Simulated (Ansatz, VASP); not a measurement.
## Ir in VASP and in Ansatz

```xyz
1
Lattice="0.0000 1.9137 1.9137 1.9137 0.0000 1.9137 1.9137 1.9137 0.0000" Properties=species:S:1:pos:R:3 pbc="T T T"
Ir    0.0000    0.0000    0.0000
```

Alike in both runs: functional revPBE; dispersion D3(BJ); k mesh 13 × 13 × 13; occupations fermi-dirac, width 0.15 eV; no spin polarisation.

Ansatz relaxed the structure, and its values are those at the end. VASP's run is a single point on that final structure, the one shown.

|  | VASP | Ansatz |
| --- | --- | --- |
| version | VASP 6.6.1 | Ansatz 0.2.0 |
| potentials or method | VASP PAW PBE potentials, release 64 (Ir), cutoff 520 eV | plane waves, PAW |
| valence electrons in the cell | 9 | 17 |

VASP gave:

```
pressure (GPa) : 0.6
```

**Question.** What did Ansatz give for the same quantities?

**Answer.** Pressure (GPa): 0.0.

VASP's potentials were made for PBE, not for revPBE. VASP's potentials hold 9 valence electrons a cell and Ansatz's 17, so a difference there can come from the potentials and not from the codes.

Spin-orbit coupling is off throughout.
